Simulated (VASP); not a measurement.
# Co in VASP: further runs, part 2 of 2

VASP 6.6.1. The steps go on from the part before.

### 3 Single point, LDA, collinear spin, ferromagnetic start

Contents of INCAR:

```
SYSTEM = Co
ALGO = Normal
EDIFF = 1E-6
ENCUT = 600
GGA = CA
GGA_COMPAT = .FALSE.
ISIF = 2
ISMEAR = 0
ISPIN = 2
LASPH = .TRUE.
LCHARG = .TRUE.
LELF = .TRUE.
LMAXMIX = 4
LORBIT = 11
LREAL = .FALSE.
LVHAR = .TRUE.
LWAVE = .FALSE.
MAGMOM = 1.77 1.77
NBANDS = 20
NELM = 200
PREC = Accurate
SIGMA = 0.1
```

Contents of KPOINTS:

```
k-points
0
G
  9 9 6
  0 0 0
```

Contents of POSCAR:

```
Co
1.0
    2.4272423354      0.0000000000      0.0000000000
   -1.2136211677      2.1020535236      0.0000000000
    0.0000000000      0.0000000000      3.9154536027
Co
2
Direct
    0.6666666667      0.3333333333      0.2500299666
    0.3333333333      0.6666666667      0.7499700334
```

Potentials or basis: VASP PAW LDA potentials, release 64 (Co).

Command:

```sh
> cat potpaw_LDA.64/Co/POTCAR > POTCAR
> mpirun -np 1 vasp_std > vasp.out
```

OUTCAR:

```text
SYSTEM = Co
   EDIFF = 1E-6
   ENCUT = 600
   GGA = CA
   ISIF = 2
   ISMEAR = 0
   ISPIN = 2
   LASPH = .TRUE.
   LORBIT = 11
   LREAL = .FALSE.
   NELM = 200
   PREC = Accurate

 ion  position               nearest neighbor table
   1  0.667  0.333  0.250-   2 2.41   2 2.41   2 2.41   2 2.41   2 2.41   2 2.41
   2  0.333  0.667  0.750-   1 2.41   1 2.41   1 2.41   1 2.41   1 2.41   1 2.41

  LATTYP: Found a hexagonal cell.
 ALAT       =     2.4272423354
 C/A-ratio  =     1.6131284238

  Lattice vectors:

 A1 = (   2.4272423354,   0.0000000000,   0.0000000000)
 A2 = (  -1.2136211677,   2.1020535236,   0.0000000000)
[... 1319 lines left out ...]
 VOLUME and BASIS-vectors are now :
 -----------------------------------------------------------------------------
  energy-cutoff  :      600.00
  volume of cell :       19.98
      direct lattice vectors                 reciprocal lattice vectors
     2.427242335  0.000000000  0.000000000     0.411990177  0.237862640  0.000000000
    -1.213621168  2.102053524  0.000000000     0.000000000  0.475725279  0.000000000
     0.000000000  0.000000000  3.915453603     0.000000000  0.000000000  0.255398250

 POSITION                                       TOTAL-FORCE (eV/Angst)
 -----------------------------------------------------------------------------------
      1.21362      0.70068      0.97898        -0.000000      0.000000     -0.002302
     -0.00000      1.40137      2.93647         0.000000     -0.000000      0.002302
 -----------------------------------------------------------------------------------
    total drift:                               -0.000000      0.000000      0.000000

  FREE ENERGIE OF THE ION-ELECTRON SYSTEM (eV)
  ---------------------------------------------------
  free  energy   TOTEN  =       -16.2662345568 eV

  energy  without entropy=      -16.2583244725  energy(sigma->0) =      -16.26227951

 total charge

# of ion       s       p       d       tot
------------------------------------------
    1        0.524   0.588   7.344   8.456
    2        0.524   0.588   7.344   8.456
--------------------------------------------------
tot          1.047   1.177  14.689  16.912

 magnetization (x)

# of ion       s       p       d       tot
------------------------------------------
    1       -0.014  -0.040   1.533   1.479
    2       -0.014  -0.040   1.533   1.479
--------------------------------------------------
tot         -0.028  -0.080   3.066   2.958
```

stdout:

```text
POSCAR found type information on POSCAR Co
 POSCAR found :  1 types and       2 ions
 scaLAPACK will be used
 LDA part: xc-table for (Slater(with rela. corr.)+CA(PZ))
 , standard interpolation
 POSCAR, INCAR and KPOINTS ok, starting setup
 FFT: planning ... GRIDC
 FFT: planning ... GRID_SOFT
 FFT: planning ... GRID
 WAVECAR not read
 entering main loop
```

Run time: 33 s. Hardware: 1 thread of Intel Xeon 6975P-C, shared host; peak memory 0.16 GiB.

Results:

- Free energy: -16.2662 eV
- Pressure: -0.8 GPa
- Net moment: 2.97 μB per cell
- Site moments: Co +1.48 μB
- Valence electrons inside the program's atomic spheres: Co 8.46

Forces on the atoms (eV/Å):
```
Co   0.000  0.000 -0.002
Co   0.000  0.000  0.002
```

Levels at points of the mesh, in eV from the Fermi level:
Spin up:
| k point | band 8 | band 9 | band 10 | band 11 | band 12 | band 13 |
| --- | --- | --- | --- | --- | --- | --- |
| (0.00, 0.00, 0.00) | -1.75 | -1.75 | -0.46 | -0.46 | -0.04 | 7.30 |
| (0.00, 0.00, 0.50) | -2.59 | -0.82 | -0.82 | -0.82 | -0.82 | 16.13 |
Spin down:
```
           k point  band 5  band 6  band 7  band 8  band 9  band 10
(0.00, 0.00, 0.00)   -1.15   -0.73   -0.73   -0.28   -0.28     0.13
(0.00, 0.00, 0.50)   -1.23   -1.23   -1.23   -1.23    0.72     0.72
```

### 4 Single point, LDA, collinear spin, ferromagnetic start

Contents of INCAR:

```
SYSTEM = Co
PREC = Accurate
ENCUT = 600
EDIFF = 1E-6
ISMEAR = 0
SIGMA = 0.1
LREAL = .FALSE.
LASPH = .TRUE.
NELM = 200
ALGO = Normal
ISIF = 2
LWAVE = .FALSE.
LCHARG = .FALSE.
ISPIN = 2
MAGMOM = 1.69 1.69
LORBIT = 11
LMAXMIX = 4
GGA = CA
NBANDS = 20
GGA_COMPAT = .FALSE.
```

Contents of KPOINTS:

```
Automatic mesh
0
G
  21 21 12
  0 0 0
```

Contents of POSCAR:

```
Co
1.0
    2.4287596716      0.0000000000      0.0000000000
   -1.2143798358      2.1033675753      0.0000000000
    0.0000000000      0.0000000000      3.9177514987
Co
2
Direct
    0.6666666667      0.3333333333      0.2500065292
    0.3333333333      0.6666666667      0.7499934708
```

Command:

```sh
> cat potpaw_LDA.64/Co/POTCAR > POTCAR
> mpirun -np 1 vasp_std > vasp.out
```

It took 4.3 min on 1 thread of Intel Xeon 6975P-C, shared host; peak memory 0.43 GiB.

It converged, with:

```
Free energy                                           : -16.2554 eV
Pressure                                              : -1.1 GPa
Net moment                                            : 2.99 μB per cell
Site moments                                          : Co +1.49 μB
Valence electrons inside the program's atomic spheres : Co 8.45
```

Stress tensor (GPa, compression positive):
```
-0.95  0.00  0.00
 0.00 -0.95  0.00
 0.00  0.00 -1.27
```

Levels at points of the mesh, in eV from the Fermi level:
Spin up:
| k point | band 8 | band 9 | band 10 | band 11 | band 12 | band 13 |
| --- | --- | --- | --- | --- | --- | --- |
| (0.00, 0.00, 0.00) | -1.77 | -1.77 | -0.49 | -0.49 | -0.05 | 7.26 |
| (0.00, 0.00, 0.50) | -2.61 | -0.84 | -0.84 | -0.84 | -0.84 | 16.09 |
Spin down:
| k point | band 5 | band 6 | band 7 | band 8 | band 9 | band 10 |
| --- | --- | --- | --- | --- | --- | --- |
| (0.00, 0.00, 0.00) | -1.16 | -0.75 | -0.75 | -0.30 | -0.30 | 0.12 |
| (0.00, 0.00, 0.50) | -1.24 | -1.24 | -1.24 | -1.24 | 0.70 | 0.70 |

### 5 The runs side by side

| cell | k mesh | cutoff (eV) | smearing | gap on the mesh (eV) | pressure (GPa) | moment (μB) |
| --- | --- | --- | --- | --- | --- | --- |
| a = 2.429, b = 2.429, c = 3.918 Å, angles 90.0, 90.0, 120.0°, 2 atoms | 24 × 24 × 12 | 520 | gaussian 0.15 eV | none | -1.2 | 2.97 |
| a = 2.427, b = 2.427, c = 3.915 Å, angles 90.0, 90.0, 120.0°, 2 atoms | 9 × 9 × 6 | 600 | gaussian 0.1 eV | none | -0.8 | 2.97 |
| a = 2.429, b = 2.429, c = 3.918 Å, angles 90.0, 90.0, 120.0°, 2 atoms | 21 × 21 × 12 | 600 | gaussian 0.1 eV | none | -1.1 | 2.99 |

Alike in all rows: task single point; level LDA; potentials or basis VASP PAW LDA potentials, release 64 (Co); spin collinear, ferromagnetic start.

Absolute energies hang on the potentials; compare differences alone.
